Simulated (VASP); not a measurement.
# TaN (Fm-3m) in VASP: further runs

TaN is run at these levels: PBEsol; tasks: relaxation of cell and atoms.

Program: VASP 6.6.1. These are calculated values, not measurements. Logs are shortened: lines on timing, memory, paths and dates and some standing lists are left out, and cuts for length are marked.

### 1 The cell of the first run

The structure is cubic, space group Fm-3m (No. 225). The conventional cell has a = 4.330 Å, b = 4.330 Å, c = 4.330 Å, α = 90.00°, β = 90.00°, γ = 90.00°. Within 2.9 Å of Ta (site symmetry m-3m) lie 6 N at 2.16 Å. Within 2.9 Å of N (site symmetry m-3m) lie 6 Ta at 2.16 Å.

### 2 Relaxation of cell and atoms, PBEsol, target pressure 12 GPa, at which the enthalpy is minimised

File INCAR:

```
SYSTEM = TaN
ALGO     = Normal         ! electronic algorithm
EDIFF    = 1E-7           ! SCF threshold, eV
EDIFFG   = -0.008         ! ionic threshold
ENCUT    = 600            ! plane-wave cutoff, eV
GGA      = PS             ! functional
IBRION   = 2              ! ionic algorithm
ISIF     = 3              ! what is computed and relaxed
ISMEAR   = 0              ! smearing method
LASPH    = .TRUE.         ! aspherical terms in the spheres
LCHARG   = .FALSE.        ! write CHGCAR
LREAL    = .FALSE.        ! projectors in reciprocal space
LWAVE    = .FALSE.        ! write WAVECAR
NELM     = 60             ! most SCF steps
NSW      = 70             ! ionic steps
PREC     = Accurate       ! precision mode
PSTRESS  = 120.0        
SIGMA    = 0.1            ! smearing width, eV
```

File KPOINTS:

```
k-points
0
G
  16 16 16
  0 0 0
```

File POSCAR:

```
TaN
1.0
    0.0000000000      2.1648460599      2.1648460599
    2.1648460599      0.0000000000      2.1648460599
    2.1648460599      2.1648460599      0.0000000000
Ta N
1 1
Direct
    0.5000000000      0.5000000000      0.5000000000
    0.0000000000      0.0000000000      0.0000000000
```

Potentials or basis: VASP PAW PBE potentials, release 64 (Ta_pv, N).

Launch:

```bash
$ cat potpaw_PBE.64/Ta_pv/POTCAR potpaw_PBE.64/N/POTCAR > POTCAR
$ mpirun -np 1 vasp_std > vasp.out
```

OUTCAR:

```text
SYSTEM = TaN
   EDIFF = 1E-7
   EDIFFG = -0.008
   ENCUT = 600
   GGA = PS
   IBRION = 2
   ISIF = 3
   ISMEAR = 0
   LASPH = .TRUE.
   LREAL = .FALSE.
   NELM = 60
   NSW = 70
   PREC = Accurate
   PSTRESS = 120.0

 ion  position               nearest neighbor table
   1  0.500  0.500  0.500-   2 2.16   2 2.16   2 2.16   2 2.16   2 2.16   2 2.16
   2  0.000  0.000  0.000-   1 2.16   1 2.16   1 2.16   1 2.16   1 2.16   1 2.16

  LATTYP: Found a face centered cubic cell.
 ALAT       =     4.3296921198

  Lattice vectors:

 A1 = (   0.0000000000,   2.1648460599,   2.1648460599)
 A2 = (   2.1648460599,   0.0000000000,   2.1648460599)
 A3 = (   2.1648460599,   2.1648460599,   0.0000000000)

Analysis of symmetry for initial positions (statically):
=====================================================================
 Subroutine PRICEL returns:
 Original cell was already a primitive cell.

 Routine SETGRP: Setting up the symmetry group for a
 face centered cubic supercell.

 Subroutine GETGRP returns: Found 48 space group operations
[... 9 lines left out ...]

 Routine SETGRP: Setting up the symmetry group for a
 face centered cubic supercell.

 Subroutine GETGRP returns: Found 48 space group operations
[... 11 lines left out ...]
                                     Primitive cell

  volume of cell :      20.2914

  direct lattice vectors                    reciprocal lattice vectors
     0.000000000  2.164846060  2.164846060    -0.230963305  0.230963305  0.230963305
     2.164846060  0.000000000  2.164846060     0.230963305 -0.230963305  0.230963305
     2.164846060  2.164846060  0.000000000     0.230963305  0.230963305 -0.230963305

  length of vectors
     3.061554658  3.061554658  3.061554658     0.400040178  0.400040178  0.400040178

  position of ions in fractional coordinates (direct lattice)
     0.500000000  0.500000000  0.500000000
     0.000000000  0.000000000  0.000000000

  ion indices of the primitive-cell ions
   primitive index   ion index
                 1           1
                 2           2

----------------------------------------------------------------------------------------

 KPOINTS: k-points

Automatic generation of k-mesh.
 Grid dimensions read from file:
 generate k-points for:   16   16   16

 Generating k-lattice:

  Cartesian coordinates                     Fractional coordinates (reciprocal lattice)
    -0.014435207  0.014435207  0.014435207     0.062500000  0.000000000  0.000000000
     0.014435207 -0.014435207  0.014435207     0.000000000  0.062500000  0.000000000
     0.014435207  0.014435207 -0.014435207     0.000000000  0.000000000  0.062500000

  Length of vectors
     0.025002511  0.025002511  0.025002511

  Shift w.r.t. Gamma in fractional coordinates (k-lattice)
     0.000000000  0.000000000  0.000000000

 Subroutine IBZKPT returns following result:
 ===========================================

 Found    145 irreducible k-points:

 Following reciprocal coordinates:
            Coordinates               Weight
  0.000000  0.000000  0.000000      1.000000
  0.062500  0.000000  0.000000      8.000000
  0.125000  0.000000  0.000000      8.000000
  0.187500  0.000000  0.000000      8.000000
  0.250000  0.000000  0.000000      8.000000
  0.312500  0.000000  0.000000      8.000000
[... 16 lines left out ...]
 -0.125000  0.062500  0.000000     24.000000
 -0.062500  0.062500  0.000000     12.000000
 [... further k-points ...]
   k-points           NKPTS =    145   k-points in BZ     NKDIM =    145   number of bands    NBANDS=     12
   number of dos      NEDOS =    301   number of ions     NIONS =      2
   total plane-waves  NPLWV =  13824
   dimension x,y,z NGX =    24 NGY =   24 NGZ =   24
   dimension x,y,z NGXF=    48 NGYF=   48 NGZF=   48
   ions per type =               1   1
   NGX,Y,Z   is equivalent  to a cutoff of  13.03, 13.03, 13.03 a.u.
   NGXF,Y,Z  is equivalent  to a cutoff of  26.06, 26.06, 26.06 a.u.
 SYSTEM =  TaN
   PREC   = accura    normal or accurate (medium, high low for compatibility)
   ISTART =      0    job   : 0-new  1-cont  2-samecut
   ICHARG =      2    charge: 1-file 2-atom 10-const
   ISPIN  =      1    spin polarized calculation?
   LNONCOLLINEAR =      F non collinear calculations
   LSORBIT =      F    spin-orbit coupling
   LASPH  =      T    aspherical Exc in radial PAW
   ENCUT  =  600.0 eV  44.10 Ry    6.64 a.u.   6.11  6.11  6.11*2*pi/ulx,y,z
   NELM   =     60;   NELMIN=  2; NELMDL= -5     # of ELM steps
   EDIFF  = 0.1E-06   stopping-criterion for ELM
   LREAL  =      F    real-space projection
   EDIFFG = -.8E-02   stopping-criterion for IOM
   NSW    =     70    number of steps for IOM
   IBRION =      2    ionic relax: 0-MD 1-quasi-New 2-CG
   NFREE  =      1    steps in history (QN), initial steepest desc. (CG)
   ISIF   =      3    stress and relaxation
   ISYM   =      2    0-nonsym 1-usesym 2-fastsym
   POTIM  = 0.5000    time-step for ionic-motion
   TEBEG  =    0.0;   TEEND  =   0.0 temperature during run
   PSTRESS=  120.0 pullay stress
   NELECT =      16.0000    total number of electrons
   NUPDOWN=      -1.0000    fix difference up-down
   EMIN   =  10.00;   EMAX   =-10.00  energy-range for DOS
   EFERMI =   0.00;   METHOD = LEGACY
   ISMEAR =     0;   SIGMA  =   0.10  broadening in eV -4-tet -1-fermi 0-gaus
   EFERMI_NEDOS =   21; number of points for ismear=-14 and -15
   IALGO  =     38    algorithm
   IMIX   =      4    mixing-type and parameters
     AMIX     =   0.40;   BMIX     =  1.00
     AMIX_MAG =   1.60;   BMIX_MAG =  1.00
  volume/ion in A,a.u.               =      10.15        68.47
  Fermi-wavevector in a.u.,A,eV,Ry     =   1.512439  2.858095 31.122934  2.287471
  Thomas-Fermi vector in A             =   2.622363
   LORBIT       =      0    0 simple, 1 ext, 2 COOP (PROOUT), +10 PAW based schemes
   GGA     = PS    functional components
   LHFCALC =     F    Hartree Fock is set to
   AEXX    =    0.0000 exact exchange contribution
   IVDW    =     0    specifies the selected vdW correction
   LEPSILON=     F    determine dielectric tensor
   LRPA    =     F    only Hartree local field effects (RPA)
 conjugate gradient relaxation of ions
 non-spin polarized calculation
 Gauss-broadening in eV      SIGMA  =   0.10
  energy-cutoff  :      600.00
  volume of cell :       20.29
 maximum number of plane-waves:       700
   NGX = 13   NGY = 13   NGZ = 13

--------------------------------------- Ionic step        1  -------------------------------------------

 number of electron      15.9999998 magnetization

 Free energy of the ion-electron system (eV)
  ---------------------------------------------------
  ext. energy  EPLUGINS =         0.00000000
  ---------------------------------------------------
  free energy    TOTEN  =       -23.18416721 eV

  energy without entropy =      -23.17873311  energy(sigma->0) =      -23.18145016

------------------------ aborting loop because EDIFF is reached ----------------------------------------

  FORCE on cell =-STRESS in cart. coord.  units (eV):
  Direction    XX          YY          ZZ          XY          YZ          ZX
  --------------------------------------------------------------------------------------
  -------------------------------------------------------------------------------------
  Total        1.6783139      1.6783139      1.6783139      0.0000000     -0.0000000      0.0000000
  in kB      132.5173429    132.5173429    132.5173429      0.0000000     -0.0000000      0.0000000
  external PRESSURE =      12.5173429 kB  Pullay stress =     120.0000000 kB

 VOLUME and BASIS-vectors are now :
 -----------------------------------------------------------------------------
  energy-cutoff  :      600.00
  volume of cell :       20.29
      direct lattice vectors                 reciprocal lattice vectors
     0.000000000  2.164846060  2.164846060    -0.230963305  0.230963305  0.230963305
     2.164846060  0.000000000  2.164846060     0.230963305 -0.230963305  0.230963305
     2.164846060  2.164846060  0.000000000     0.230963305  0.230963305 -0.230963305
[... 46 lines left out ...]
  FREE ENERGIE OF THE ION-ELECTRON SYSTEM (eV)
  ---------------------------------------------------
  free  energy   TOTEN  =       -23.2000693328 eV

  energy  without entropy=      -23.1945687330  energy(sigma->0) =      -23.19731903

  enthalpy is  TOTEN    =       -21.6627843103 eV   P V=        1.5372850225

--------------------------------------- Ionic step        3  -------------------------------------------

 number of electron      15.9999999 magnetization

 Free energy of the ion-electron system (eV)
  ---------------------------------------------------
  ext. energy  EPLUGINS =         0.00000000
  ---------------------------------------------------
  free energy    TOTEN  =       -23.18900785 eV

  energy without entropy =      -23.18355623  energy(sigma->0) =      -23.18628204

 E-fermi :   9.8696     XC(G=0): -13.8318

 val. band max:        9.8570082200   @ k =  -0.2500   0.3750   0.1250
 cond. band min:       9.8739291083   @ k =  -0.3125   0.3125   0.1250
 fundamental gap:      0.0169208883
 Fermi energy:         9.8695805914

 k-point     1 :       0.0000    0.0000    0.0000
  band No.  band energies     occupation
      1     -25.7398      2.00000
      2     -25.7398      2.00000
      3     -25.7398      2.00000
      4      -9.2930      2.00000
      5       5.9597      2.00000
      6       5.9597      2.00000
      7       5.9597      2.00000
      8       7.6241      2.00000
      9       7.6241      2.00000
     10       7.6241      2.00000
     11       9.9149      0.52126
     12       9.9149      0.52126

 k-point     2 :       0.0625    0.0000    0.0000
  band No.  band energies     occupation
      1     -25.7822      2.00000
      2     -25.7436      2.00000
      3     -25.7436      2.00000
      4      -9.1879      2.00000
      5       5.4228      2.00000
      6       5.5888      2.00000
      7       5.5888      2.00000
      8       7.7940      2.00000
      9       7.7940      2.00000
     10       7.8770      2.00000
     11      10.3389      0.00000
     12      10.3389      0.00000
[... 316 lines left out ...]
 k-point    24 :      -0.0625    0.0625    0.0000
  band No.  band energies     occupation
      1     -25.8408      2.00000
      2     -25.7661      2.00000
      3     -25.7421      2.00000
      4      -9.0187      2.00000
      5       4.6981      2.00000
      6       5.0017      2.00000
      7       5.3655      2.00000
      8       7.8087      2.00000
      9       8.0575      2.00000
     10       8.3806      2.00000
     11      10.3896      0.00000
     12      11.2895      0.00000

 [... further k-points ...]
[... 5 lines left out ...]
  --------------------------------------------------------------------------------------
  -------------------------------------------------------------------------------------
  Total        1.5246154      1.5246154      1.5246154      0.0000000      0.0000000     -0.0000000
  in kB      120.0180745    120.0180745    120.0180745      0.0000000      0.0000000     -0.0000000
  external PRESSURE =       0.0180745 kB  Pullay stress =     120.0000000 kB

 VOLUME and BASIS-vectors are now :
 -----------------------------------------------------------------------------
  energy-cutoff  :      600.00
  volume of cell :       20.35
      direct lattice vectors                 reciprocal lattice vectors
     0.000000000  2.167029087  2.167029087    -0.230730636  0.230730636  0.230730636
     2.167029087 -0.000000000  2.167029087     0.230730636 -0.230730636  0.230730636
     2.167029087  2.167029087  0.000000000     0.230730636  0.230730636 -0.230730636

 POSITION                                       TOTAL-FORCE (eV/Angst)
 -----------------------------------------------------------------------------------
      2.16703      2.16703      2.16703         0.000000      0.000000      0.000000
      0.00000      0.00000      0.00000        -0.000000     -0.000000     -0.000000
 -----------------------------------------------------------------------------------
    total drift:                                0.000000     -0.000000     -0.000000

  FREE ENERGIE OF THE ION-ELECTRON SYSTEM (eV)
  ---------------------------------------------------
  free  energy   TOTEN  =       -23.1890078466 eV

  energy  without entropy=      -23.1835562339  energy(sigma->0) =      -23.18628204

  enthalpy is  TOTEN    =       -21.6646220932 eV   P V=        1.5243857534

 reached required accuracy - stopping structural energy minimisation
```

Run time: 23 s. Hardware: 1 thread of Intel Xeon 6975P-C (Granite Rapids), shared host; peak memory 0.18 GiB.

Results:

```
Free energy                                            : -23.1890 eV
Relaxed volume                                         : 10.18 Å³/atom
Relaxed cell                                           : a = 3.065 Å, b = 3.065 Å, c = 3.065 Å, α = 60.00°, β = 60.00°, γ = 60.00°
Space group after relaxing (to 0.05 Å)                 : Fm-3m (No. 225)
Energy change on relaxing (the enthalpy is what falls) : -2.4 meV/atom
Ionic steps                                            : 3
Pressure after relaxing                                : 12.0 GPa
Band gap on the k mesh                                 : zero (band 8 reaches 11.93 eV, above the bottom of band 9 at 7.62 eV)
```

Step by step:
```csv
step,energy change (eV),largest force (eV/Å),pressure (GPa),volume (Å³)
1,0.0000,0.0000,13.25,20.29
2,-0.0159,0.0000,8.62,20.53
3,-0.0048,0.0000,12.00,20.35
```

Final structure:
```
Ta N
1.0
     0.00000    2.16703    2.16703
     2.16703    0.00000    2.16703
     2.16703    2.16703    0.00000
Ta N
1 1
Direct
  0.50000 0.50000 0.50000
  0.00000 0.00000 0.00000
```

Levels at points of the mesh, in eV from the Fermi level:
| k point | band 6 | band 7 | band 8 | band 9 | band 10 | band 11 |
| --- | --- | --- | --- | --- | --- | --- |
| (0.00, 0.00, 0.00) | -3.91 | -3.91 | -2.25 | -2.25 | -2.25 | 0.05 |
| (0.50, 0.00, 0.00) | -7.90 | -7.90 | 2.06 | 2.06 | 2.16 | 3.96 |
| (0.50, 0.50, 0.00) | -5.80 | -4.70 | -4.70 | 2.25 | 3.83 | 3.83 |

Caveat: the cell is relaxed towards a set pressure, so the enthalpy falls and the energy may rise; the PAW data sets were made with another functional, which shifts forces and pressure a little; spin-orbit coupling is left out, which moves the levels of the heavy elements. Zero-point motion and thermal expansion aren't in these numbers.

(Continued in part 2 of 2.)
